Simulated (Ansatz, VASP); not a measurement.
# BAs: VASP beside Ansatz

```xyz
2
Lattice="0.0000 2.3885 2.3885 2.3407 0.0000 2.3885 2.3407 2.3885 0.0000" Properties=species:S:1:pos:R:3 pbc="T T T"
B     0.0000    0.0000    0.0000
As    3.5111    3.5827    3.5827
```

Change from the starting cell: strain -0.0200 x Voigt [1, 0, 0, 0, 0, 0], atoms carried along.

Alike in both runs: task single point; functional r2SCAN; k mesh 10 × 10 × 10; occupations gaussian, width 0.05 eV; no spin polarisation.

|  | VASP | Ansatz |
| --- | --- | --- |
| version | VASP 6.6.1 | Ansatz 0.2.0 |
| potentials or method | VASP PAW PBE potentials, release 64 (B, As), cutoff 520 eV | scalar-relativistic, plane waves, PAW |
| valence electrons in the cell | 8 | 18 |

Ansatz gave:

* gap on the k mesh at the Fermi level (eV): 1.02
* least direct gap on the mesh (eV): 3.23
* pressure (GPa): 3.6
* traceless stress, the component that is largest in VASP (GPa): 2.98

Q: Estimate VASP's values.

A: gap on the k mesh at the Fermi level (eV): 1.02; least direct gap on the mesh (eV): 3.24; pressure (GPa): 3.9; traceless stress, the component that is largest in VASP (GPa): 2.97.

VASP's potentials were made for PBE, not for r2SCAN. VASP's potentials hold 8 valence electrons a cell and Ansatz's 18, so a difference there can come from the potentials and not from the codes.
